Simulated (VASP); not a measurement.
Wanted: the native input for a VASP 6.6.1 run.

- Task: single point
- Functional: PBEsol
- Potentials or basis: VASP PAW PBE potentials, release 64 (N, B)
- Cutoff: 520 eV
- k mesh: 13 × 13 × 13
- Occupations: fermi-dirac, width 0.05 eV
- Spin: no spin polarisation
- Dipole correction: no
- Further INCAR settings: ALGO = Normal; EDIFF = 1e-06; NBANDS = 11

The structure of BN lies in POSCAR:

```
BN
1.0
    0.0000000000      1.8250079791      1.8250079791
    1.8250079791      0.0000000000      1.8250079791
    1.8250079791      1.8250079791      0.0000000000
N B
1 1
Direct
    0.2500000000      0.2500000000      0.2500000000
    0.0000000000      0.0000000000      0.0000000000
```

One way to write it, as run:

INCAR

```
SYSTEM = BN
  PREC = Accurate
  ENCUT = 520
  EDIFF = 1E-6
  ISMEAR = -1
  SIGMA = 0.05
  LREAL = .False.
  LASPH = .True.
  NELM = 60
  ALGO = Normal
  ISIF = 2
  LWAVE = .False.
  LCHARG = .True.
  GGA = PS
  LELF = .True.
  LVHAR = .True.
  NBANDS = 11
```

KPOINTS

```
Automatic mesh
0
Gamma
  13 13 13
  0 0 0
```

Potentials or basis: VASP PAW PBE potentials, release 64 (N, B).

Launch:

```console
$ cat potpaw_PBE.64/N/POTCAR potpaw_PBE.64/B/POTCAR > POTCAR
$ mpirun -np 1 vasp_std > vasp.out
```

Results of the run:

```
Pressure               : -12.7 GPa
Band gap on the k mesh : 4.32 eV, indirect (least direct gap 8.63 eV)
```

Caveat: the PAW data sets were made with another functional, which shifts forces and pressure a little.

Wall time 8.7 s on 1 thread of AMD EPYC 7R13 Processor (Zen 3), on a shared host, peak memory 0.09 GiB.
